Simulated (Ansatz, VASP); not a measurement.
One calculation of CdTe, two programs

```
CELL_PARAMETERS angstrom
0.00000 3.18132 3.18132
3.18132 0.00000 3.18132
3.18132 3.18132 0.00000
ATOMIC_POSITIONS crystal
Cd 0.00000 0.00000 0.00000
Te 0.25000 0.25000 0.25000
```

Change from the starting cell: volume scaled by 1.04, ions relaxed.

Alike in both runs: task relaxation of the atoms; functional PBE; k mesh 12 × 12 × 12; occupations fermi-dirac, width 0.02 eV; no spin polarisation.

```csv
,VASP,Ansatz
version,VASP 6.6.1,Ansatz 0.2.0
potentials or method,"VASP PAW PBE potentials, release 64 (Cd, Te)","plane-wave PAW, scalar-relativistic"
plane-wave cutoff (eV),520,420
valence electrons in the cell,18,36
```

```csv
,VASP,Ansatz,Ansatz less VASP
"gap on the k mesh at the Fermi level, each at its own relaxed structure (eV)",0.94,0.94,-0.001
```

VASP's potentials hold 18 valence electrons a cell and Ansatz's 36, so a difference there can come from the potentials and not from the codes. Ansatz's warnings: stress scf threshold loose.

Spin-orbit coupling is off throughout. Noted on VASP's run: the relaxation stopped at its first step, so nothing moved.
